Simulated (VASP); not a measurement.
Input of a VASP 6.6.1 run:

File INCAR:

```
PREC = Accurate
ENCUT = 520
EDIFF = 1E-7
ISMEAR = -1
SIGMA = 0.02
LREAL = F
LASPH = T
NELM = 80
ALGO = Normal
ISIF = 2
LWAVE = F
LCHARG = F
LDIPOL = T
IDIPOL = 3
DIPOL = 0.5 0.5 0.500
GGA = PE
NBANDS = 26
```

The input KPOINTS:

```
Automatic mesh
0
Gamma
  10 6 1
```

File POSCAR:

```
AlN
1.0
    3.1301578475      0.0000000000      0.0000000000
    0.0000000000      5.0181096024      0.0000000000
    0.0000000000      0.0000000000     19.6144000000
Al N
4 4
Direct
    0.0000000000      0.0818251101      0.4243384579
    0.5000000000      0.5556593399      0.4454862780
    0.5000000000      0.0556593112      0.5545137619
    0.0000000000      0.5818249674      0.5756615635
    0.0000000000      0.4319288003      0.4103426161
    0.5000000000      0.9305869130      0.4529770453
    0.5000000000      0.4305868578      0.5470229054
    0.0000000000      0.9319287003      0.5896573718
```

Potentials or basis: VASP PAW PBE potentials, release 64 (Al, N).

Command:

```sh
$ cat potpaw_PBE.64/Al/POTCAR potpaw_PBE.64/N/POTCAR > POTCAR
$ mpirun -np 1 vasp_std > vasp.out
```

Problem. Predict the band gap on the k mesh.

Solution. 2.53 eV, indirect (least direct gap 2.64 eV).

Problem. What does it give for the largest force?

Solution. 0.018 eV/Å.

Forces in eV/Å, atoms in the order of the input:
```
Al   0.000 -0.011  0.014
Al   0.000  0.010  0.001
Al   0.000  0.010 -0.001
Al   0.000 -0.011 -0.014
N    0.000  0.009  0.007
N    0.000 -0.007 -0.004
N    0.000 -0.007  0.004
N    0.000  0.009 -0.007
```
